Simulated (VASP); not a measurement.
# Ge2Sb2Te5 (Cm) in VASP: notebook

Aim: see how the results for Ge2Sb2Te5 move with the level of theory and the settings. Levels: PBE, RPBE+D4. Tasks: single point.

Everything below comes from runs of VASP 6.6.1. Logs are shortened: lines on timing, memory, paths and dates and some standing lists are left out, and cuts for length are marked.

### Step 1. The cell of the first run

The structure is monoclinic, space group Cm (No. 8). Conventional cell: a = 13.678 Å, b = 6.132 Å, c = 9.672 Å, α = 90.00°, β = 134.93°, γ = 90.00°. Te (site symmetry m) has 2 Ge at 2.85 to 3.19 Å and 3 Sb at 3.07 to 3.14 Å within 3.8 Å. Te (site symmetry m) has 2 Sb at 2.95 to 3.20 Å and 3 Ge at 3.07 to 3.08 Å within 3.9 Å. Within 3.7 Å of Te (site symmetry m) lie 3 Ge at 2.82 to 3.07 Å and 2 Sb at 3.14 to 3.19 Å. Te (site symmetry m) has 2 Ge at 2.95 to 3.00 Å and 2 Sb at 3.02 to 3.06 Å within 3.9 Å. Within 3.9 Å of Te (site symmetry m) lie 3 Sb at 2.98 to 3.07 Å and 2 Ge at 3.05 to 3.20 Å. Within 3.9 Å of Sb (site symmetry m) lie 6 Te at 2.95 to 3.19 Å. Sb (site symmetry m) has 6 Te at 2.98 to 3.20 Å within 3.9 Å. Ge (site symmetry m) has 6 Te at 2.82 to 3.19 Å within 3.7 Å.

### Step 2. Single point, PBE

Contents of INCAR:

```
PREC = Accurate
ENCUT = 520
EDIFF = 1E-6
ISMEAR = 0
SIGMA = 0.011
LREAL = False
LASPH = True
NELM = 60
ALGO = Normal
ISIF = 2
LWAVE = False
LCHARG = False
GGA = PE
NBANDS = 44
```

Contents of KPOINTS:

```
Automatic mesh
0
Gamma
  5 5 4
```

Contents of POSCAR:

```
Ge2Sb2Te5
1.0
    6.8391360000     -3.0660060000      0.0000000000
    6.8391360000      3.0660060000      0.0000000000
   -6.8309770000      0.0000000000      6.8476090000
Te Sb Ge
5 2 2
Direct
    0.5947020000      0.5947020000      0.3864330000
    0.7952880000      0.7952880000      0.1961120000
    0.0083240000      0.0083240000      0.0064350000
    0.2065190000      0.2065190000      0.8098030000
    0.3999590000      0.3999590000      0.5971180000
    0.9017080000      0.9017080000      0.5878730000
    0.1118700000      0.1118700000      0.4173520000
    0.2842870000      0.2842870000      0.1878300000
    0.4973430000      0.4973430000      0.0110440000
```

Potentials or basis: VASP PAW PBE potentials, release 64 (Te, Sb, Ge_d).

Launch:

```
> cat potpaw_PBE.64/Te/POTCAR potpaw_PBE.64/Sb/POTCAR potpaw_PBE.64/Ge_d/POTCAR > POTCAR
> mpirun -np 1 vasp_std > vasp.out
```

OUTCAR:

```text
PREC = Accurate
   ENCUT = 520
   EDIFF = 1E-6
   ISMEAR = 0
   LREAL = False
   LASPH = True
   NELM = 60
   ISIF = 2
   GGA = PE

 ion  position               nearest neighbor table
   1  0.595  0.595  0.386-   9 2.85   7 3.07   7 3.07   6 3.14   8 3.19
   2  0.795  0.795  0.196-   6 2.95   8 3.07   8 3.07   9 3.08   7 3.20
   3  0.008  0.008  0.006-   8 2.82   9 3.07   9 3.07   7 3.14   6 3.19
   4  0.207  0.207  0.810-   9 2.95   8 3.00   7 3.02   6 3.06
   5  0.400  0.400  0.597-   7 2.98   8 3.05   6 3.07   6 3.07   9 3.20
   6  0.902  0.902  0.588-   2 2.95   4 3.06   5 3.07   5 3.07   1 3.14   3 3.19
   7  0.112  0.112  0.417-   5 2.98   4 3.02   1 3.07   1 3.07   3 3.14   2 3.20
   8  0.284  0.284  0.188-   3 2.82   4 3.00   5 3.05   2 3.07   2 3.07   1 3.19
   9  0.497  0.497  0.011-   1 2.85   4 2.95   3 3.07   3 3.07   2 3.08   5 3.20

  LATTYP: Found a base centered monoclinic cell.
 ALAT       =    13.6782720000
 B/A-ratio  =     0.4483031190
 C/A-ratio  =     0.7071235363
 COS(beta)  =    -0.7062464773

  Lattice vectors:

 A1 = (   6.8391360000,  -3.0660060000,   0.0000000000)
 A2 = (   6.8391360000,   3.0660060000,   0.0000000000)
 A3 = (  -6.8309770000,   0.0000000000,   6.8476090000)

Analysis of symmetry for initial positions (statically):
=====================================================================
 Subroutine PRICEL returns:
 Original cell was already a primitive cell.

 Routine SETGRP: Setting up the symmetry group for a
 base centered monoclinic supercell.

 Subroutine GETGRP returns: Found  2 space group operations
 (whereof  2 operations were pure point group operations)
 out of a pool of  4 trial point group operations.

The static configuration has the point symmetry C_1h.

Analysis of symmetry for dynamics (positions and initial velocities):
=====================================================================
 Subroutine PRICEL returns:
 Original cell was already a primitive cell.

 Routine SETGRP: Setting up the symmetry group for a
 base centered monoclinic supercell.

 Subroutine GETGRP returns: Found  2 space group operations
 (whereof  2 operations were pure point group operations)
 out of a pool of  4 trial point group operations.

The dynamic configuration has the point symmetry C_1h.

 Subroutine INISYM returns: Found  2 space group operations
 (whereof  2 operations are pure point group operations),
 and found     1 'primitive' translations

----------------------------------------------------------------------------------------

                                     Primitive cell

  volume of cell :     287.1727

  direct lattice vectors                    reciprocal lattice vectors
     6.839136000 -3.066006000  0.000000000     0.073108650 -0.163078611  0.072931078
     6.839136000  3.066006000  0.000000000     0.073108650  0.163078611  0.072931078
    -6.830977000  0.000000000  6.847609000     0.000000000  0.000000000  0.146036376

  length of vectors
     7.494943230  7.494943230  9.672228068     0.193024481  0.193024481  0.146036376

  position of ions in fractional coordinates (direct lattice)
     0.594702000  0.594702000  0.386433000
     0.795288000  0.795288000  0.196112000
     0.008324000  0.008324000  0.006435000
     0.206519000  0.206519000  0.809803000
     0.399959000  0.399959000  0.597118000
     0.901708000  0.901708000  0.587873000
     0.111870000  0.111870000  0.417352000
     0.284287000  0.284287000  0.187830000
     0.497343000  0.497343000  0.011044000

  ion indices of the primitive-cell ions
   primitive index   ion index
                 1           1
                 2           2
                 3           3
                 4           4
                 5           5
                 6           6
                 7           7
                 8           8
                 9           9

----------------------------------------------------------------------------------------

 KPOINTS: Automatic mesh

Automatic generation of k-mesh.
 Grid dimensions read from file:
 generate k-points for:    5    5    4

 Generating k-lattice:

  Cartesian coordinates                     Fractional coordinates (reciprocal lattice)
     0.014621730 -0.032615722  0.014586216     0.200000000  0.000000000 -0.000000000
     0.014621730  0.032615722  0.014586216     0.000000000  0.200000000 -0.000000000
     0.000000000  0.000000000  0.036509094     0.000000000  0.000000000  0.250000000

  Length of vectors
     0.038604896  0.038604896  0.036509094

  Shift w.r.t. Gamma in fractional coordinates (k-lattice)
     0.000000000  0.000000000  0.000000000

 Subroutine IBZKPT returns following result:
 ===========================================

 Found     33 irreducible k-points:

 Following reciprocal coordinates:
            Coordinates               Weight
  0.000000  0.000000  0.000000      1.000000
  0.200000 -0.000000  0.000000      4.000000
  0.400000 -0.000000 -0.000000      4.000000
  0.200000  0.200000  0.000000      2.000000
  0.400000  0.200000  0.000000      4.000000
 -0.400000  0.200000 -0.000000      4.000000
[... 16 lines left out ...]
 -0.200000 -0.400000  0.250000      4.000000
 -0.200000 -0.200000  0.250000      2.000000
 [... further k-points ...]
   k-points           NKPTS =     33   k-points in BZ     NKDIM =     33   number of bands    NBANDS=     44
   number of dos      NEDOS =    301   number of ions     NIONS =      9
   total plane-waves  NPLWV = 225792
   dimension x,y,z NGX =    56 NGY =   56 NGZ =   72
   dimension x,y,z NGXF=   112 NGYF=  112 NGZF=  144
   ions per type =               5   2   2
   NGX,Y,Z   is equivalent  to a cutoff of  12.42, 12.42, 12.38 a.u.
   NGXF,Y,Z  is equivalent  to a cutoff of  24.84, 24.84, 24.75 a.u.
 SYSTEM =  unknown system
   PREC   = accura    normal or accurate (medium, high low for compatibility)
   ISTART =      0    job   : 0-new  1-cont  2-samecut
   ICHARG =      2    charge: 1-file 2-atom 10-const
   ISPIN  =      1    spin polarized calculation?
   LNONCOLLINEAR =      F non collinear calculations
   LSORBIT =      F    spin-orbit coupling
   LASPH  =      T    aspherical Exc in radial PAW
   ENCUT  =  520.0 eV  38.22 Ry    6.18 a.u.  13.94 13.94 17.98*2*pi/ulx,y,z
   NELM   =     60;   NELMIN=  2; NELMDL= -5     # of ELM steps
   EDIFF  = 0.1E-05   stopping-criterion for ELM
   LREAL  =      F    real-space projection
   EDIFFG = 0.1E-04   stopping-criterion for IOM
   NSW    =      0    number of steps for IOM
   IBRION =     -1    ionic relax: 0-MD 1-quasi-New 2-CG
   NFREE  =      0    steps in history (QN), initial steepest desc. (CG)
   ISIF   =      2    stress and relaxation
   ISYM   =      2    0-nonsym 1-usesym 2-fastsym
   POTIM  = 0.5000    time-step for ionic-motion
   TEBEG  =    0.0;   TEEND  =   0.0 temperature during run
   PSTRESS=    0.0 pullay stress
   NELECT =      68.0000    total number of electrons
   NUPDOWN=      -1.0000    fix difference up-down
   EMIN   =  10.00;   EMAX   =-10.00  energy-range for DOS
   EFERMI =   0.00;   METHOD = LEGACY
   ISMEAR =     0;   SIGMA  =   0.01  broadening in eV -4-tet -1-fermi 0-gaus
   EFERMI_NEDOS =   21; number of points for ismear=-14 and -15
   IALGO  =     38    algorithm
   IMIX   =      4    mixing-type and parameters
     AMIX     =   0.40;   BMIX     =  1.00
     AMIX_MAG =   1.60;   BMIX_MAG =  1.00
  volume/ion in A,a.u.               =      31.91       215.33
  Fermi-wavevector in a.u.,A,eV,Ry     =   1.012815  1.913943 13.956774  1.025794
  Thomas-Fermi vector in A             =   2.145947
   LORBIT       =      0    0 simple, 1 ext, 2 COOP (PROOUT), +10 PAW based schemes
   GGA     = PE    functional components
   LHFCALC =     F    Hartree Fock is set to
   AEXX    =    0.0000 exact exchange contribution
   IVDW    =     0    specifies the selected vdW correction
   LEPSILON=     F    determine dielectric tensor
   LRPA    =     F    only Hartree local field effects (RPA)
 non-spin polarized calculation
 Gauss-broadening in eV      SIGMA  =   0.01
  energy-cutoff  :      520.00
  volume of cell :      287.17
 maximum number of plane-waves:      7768
   NGX = 27   NGY = 27   NGZ = 35

 number of electron      68.0000002 magnetization

 Free energy of the ion-electron system (eV)
  ---------------------------------------------------
  ext. energy  EPLUGINS =         0.00000000
  ---------------------------------------------------
  free energy    TOTEN  =       -33.57944900 eV

  energy without entropy =      -33.57944900  energy(sigma->0) =      -33.57944900

 E-fermi :   5.3412     XC(G=0):  -9.1312

 val. band max:        5.2056608094   @ k =  -0.2000   0.4000   0.2500
 cond. band min:       5.4589763830   @ k =  -0.4000   0.2000  -0.0000
 fundamental gap:      0.2533155736
 Fermi energy:         5.3412001477

 k-point     1 :       0.0000    0.0000    0.0000
  band No.  band energies     occupation
      1     -19.3986      2.00000
      2     -19.3915      2.00000
      3     -19.3883      2.00000
      4     -19.3838      2.00000
      5     -19.3829      2.00000
      6     -19.3822      2.00000
[... 36 lines left out ...]
     43       9.8620      0.00000
     44      10.0025      0.00000

 k-point     2 :       0.2000   -0.0000    0.0000
  band No.  band energies     occupation
      1     -19.3985      2.00000
      2     -19.3915      2.00000
      3     -19.3883      2.00000
      4     -19.3838      2.00000
      5     -19.3829      2.00000
      6     -19.3822      2.00000
[... 36 lines left out ...]
     43       9.1312      0.00000
     44       9.4905      0.00000

 k-point     3 :       0.4000   -0.0000   -0.0000
  band No.  band energies     occupation
      1     -19.3985      2.00000
      2     -19.3915      2.00000
      3     -19.3882      2.00000
      4     -19.3838      2.00000
      5     -19.3830      2.00000
      6     -19.3822      2.00000
[... 976 lines left out ...]
     43       8.9778      0.00000
     44       9.2224      0.00000

 k-point    24 :      -0.2000   -0.2000    0.2500
  band No.  band energies     occupation
      1     -19.3986      2.00000
      2     -19.3915      2.00000
      3     -19.3883      2.00000
      4     -19.3838      2.00000
      5     -19.3829      2.00000
      6     -19.3822      2.00000
[... 36 lines left out ...]
     43       9.6471      0.00000
     44       9.9414      0.00000

 [... further k-points ...]

------------------------ aborting loop because EDIFF is reached ----------------------------------------

  FORCE on cell =-STRESS in cart. coord.  units (eV):
  Direction    XX          YY          ZZ          XY          YZ          ZX
  --------------------------------------------------------------------------------------
  -------------------------------------------------------------------------------------
  Total        0.1924749     -0.7040007      0.0054908      0.0000000      0.0000000     -0.1661113
  in kB        1.0738449     -3.9277197      0.0306342      0.0000000      0.0000000     -0.9267584
  external PRESSURE =      -0.9410802 kB  Pullay stress =       0.0000000 kB

 VOLUME and BASIS-vectors are now :
 -----------------------------------------------------------------------------
  energy-cutoff  :      520.00
  volume of cell :      287.17
      direct lattice vectors                 reciprocal lattice vectors
     6.839136000 -3.066006000  0.000000000     0.073108650 -0.163078611  0.072931078
     6.839136000  3.066006000  0.000000000     0.073108650  0.163078611  0.072931078
    -6.830977000  0.000000000  6.847609000     0.000000000  0.000000000  0.146036376

 POSITION                                       TOTAL-FORCE (eV/Angst)
 -----------------------------------------------------------------------------------
      5.49478      0.00000      2.64614         0.016096      0.000000      0.077643
      9.53853      0.00000      1.34290         0.003603      0.000000     -0.036307
      0.06990      0.00000      0.04406        -0.011301      0.000000      0.020473
     -2.70692      0.00000      5.54521         0.049168      0.000000     -0.050713
      1.39185      0.00000      4.08883         0.104826      0.000000     -0.007549
      8.31806      0.00000      4.02552         0.043926      0.000000     -0.116496
     -1.32073      0.00000      2.85786        -0.043352      0.000000      0.048891
      2.60549      0.00000      1.28619        -0.185843      0.000000     -0.029748
      6.72735      0.00000      0.07562         0.022876      0.000000      0.093806
 -----------------------------------------------------------------------------------
    total drift:                               -0.000733     -0.000000      0.001101

  FREE ENERGIE OF THE ION-ELECTRON SYSTEM (eV)
  ---------------------------------------------------
  free  energy   TOTEN  =       -33.5794490010 eV

  energy  without entropy=      -33.5794490010  energy(sigma->0) =      -33.57944900
```

Run time: 7.4 min. Hardware: 1 thread of Intel Xeon Platinum 8375C at 2.90GHz (Ice Lake), shared host; peak memory 0.72 GiB.

What came out:

| Property | Result |
| --- | --- |
| Free energy | -33.5794 eV |
| Pressure | -0.1 GPa |
| Largest force | 0.188 eV/Å |
| Band gap on the k mesh | 0.25 eV, indirect (least direct gap 0.32 eV) |

Forces on the atoms (eV/Å):
```
Te   0.016  0.000  0.078
Te   0.004  0.000 -0.036
Te  -0.011  0.000  0.020
Te   0.049  0.000 -0.051
Te   0.105  0.000 -0.008
Sb   0.044  0.000 -0.116
Sb  -0.043  0.000  0.049
Ge  -0.186  0.000 -0.030
Ge   0.023  0.000  0.094
```

Stress tensor (GPa, compression positive):
```
 0.11  0.00 -0.09
 0.00 -0.39  0.00
-0.09  0.00  0.00
```

Levels at points of the mesh, in eV from the valence-band top:
| k point | band 32 | band 33 | band 34 | band 35 | band 36 | band 37 |
| --- | --- | --- | --- | --- | --- | --- |
| (0.00, 0.00, 0.00) | -0.48 | -0.40 | -0.39 | 1.06 | 1.36 | 2.45 |
| (0.00, 0.00, 0.50) | -0.68 | -0.60 | -0.28 | 0.71 | 1.48 | 1.85 |

Caveat: spin-orbit coupling is left out, which moves the levels of the heavy elements.

[end of part 1 of 2]
